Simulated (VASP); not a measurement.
CaO: single point with PBE

The system is CaO.

```
Ca O
1.0
     2.85399    0.00000    0.00000
     0.00000    2.85399    0.00000
     0.00000    0.00000    2.85399
Ca O
1 1
Direct
  0.00000 0.00000 0.00000
  0.50000 0.50000 0.50000
```

This cell differs from its parent crystal: volume changed by -5%.

```yaml
Program: VASP 6.6.1
Task: single point
Functional: PBE
Potentials_or_basis: VASP PAW PBE potentials, release 64 (Ca_sv, O)
Cutoff: 520 eV
k_mesh: 6 × 6 × 6
Occupations: gaussian, width 0.01 eV
Spin: no spin polarisation
Dipole_correction: no
Further_INCAR_settings: ALGO = Normal; EDIFF = 1e-07; NBANDS = 15
```

```yaml
Pressure: 11.5 GPa
Band_gap_on_the_k_mesh: 2.73 eV, indirect (least direct gap 3.03 eV)
```

Levels at points of the mesh, in eV from the valence-band top:
| k point | band 5 | band 6 | band 7 | band 8 | band 9 | band 10 | band 11 | band 12 |
| --- | --- | --- | --- | --- | --- | --- | --- | --- |
| (0.00, 0.00, 0.00) | -16.61 | -0.30 | -0.30 | -0.30 | 2.73 | 2.73 | 5.84 | 8.74 |
| (0.50, 0.00, 0.00) | -15.19 | -3.96 | -0.87 | -0.87 | 3.79 | 7.50 | 8.47 | 8.47 |
| (0.50, 0.50, 0.00) | -15.88 | -2.16 | -2.16 | 0.00 | 4.00 | 4.92 | 6.76 | 6.76 |
| (0.50, 0.50, 0.50) | -15.28 | -3.67 | -3.67 | -3.67 | 8.30 | 8.30 | 8.30 | 10.39 |

It took 4.6 s on 1 thread of AMD EPYC 9R45 96-Core Processor (Zen 5), with other jobs on the host, peak memory 0.11 GiB.

 A k mesh can miss the band edges.
